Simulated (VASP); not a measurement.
A run of VASP 6.6.1 is set up as follows.

The input POSCAR:

```
P
1.0
    4.8832724510      0.0000000000      0.0000000000
    0.0000000000      4.8832724510      0.0000000000
    0.0000000000      0.0000000000      4.8832724510
P
8
Direct
    0.5000000000      0.5000000000      0.5000000000
    0.0000000000      0.0000000000      0.0000000000
    0.2500000000      0.0000000000      0.5000000000
    0.5000000000      0.2500000000      0.0000000000
    0.5000000000      0.7500000000      0.0000000000
    0.7500000000      0.0000000000      0.5000000000
    0.0000000000      0.5000000000      0.7500000000
    0.0000000000      0.5000000000      0.2500000000
```

File INCAR.step1:

```
SYSTEM = P
  PREC = Accurate
  ENCUT = 520
  ISMEAR = 0
  SIGMA = 0.1
  LREAL = .FALSE.
  LASPH = .TRUE.
  NELM = 80
  NBANDS = 30
  GGA = PE
  ALGO = Normal
  EDIFF = 1E-4
  LWAVE = .TRUE.
  LCHARG = .FALSE.
```

File INCAR.step2:

```
SYSTEM = P
  PREC = Accurate
  ENCUT = 520
  EDIFF = 1E-6
  ISMEAR = 0
  SIGMA = 0.1
  LREAL = .FALSE.
  LASPH = .TRUE.
  NELM = 80
  ALGO = Normal
  ISIF = 2
  LWAVE = .FALSE.
  LCHARG = .FALSE.
  METAGGA = R2SCAN
  LMIXTAU = .TRUE.
  NBANDS = 30
  ISTART = 1
```

The input KPOINTS:

```
regular mesh
0
G
  4 4 4
  0 0 0
```

Potentials or basis: VASP PAW PBE potentials, release 64 (P).

Launch:

```bash
$ cat potpaw_PBE.64/P/POTCAR > POTCAR
$ cp INCAR.step1 INCAR
$ mpirun -np 1 vasp_std > vasp.out
$ cp INCAR.step2 INCAR
$ mpirun -np 1 vasp_std > vasp.out
```

Q: Predict the band gap on the k mesh.

A: Zero (bands 20 and 21 overlap by 0.35 eV).

Q: Estimate the pressure.

A: 0.1 GPa.

Caveat: the PAW data sets were made with another functional, which shifts forces and pressure a little.
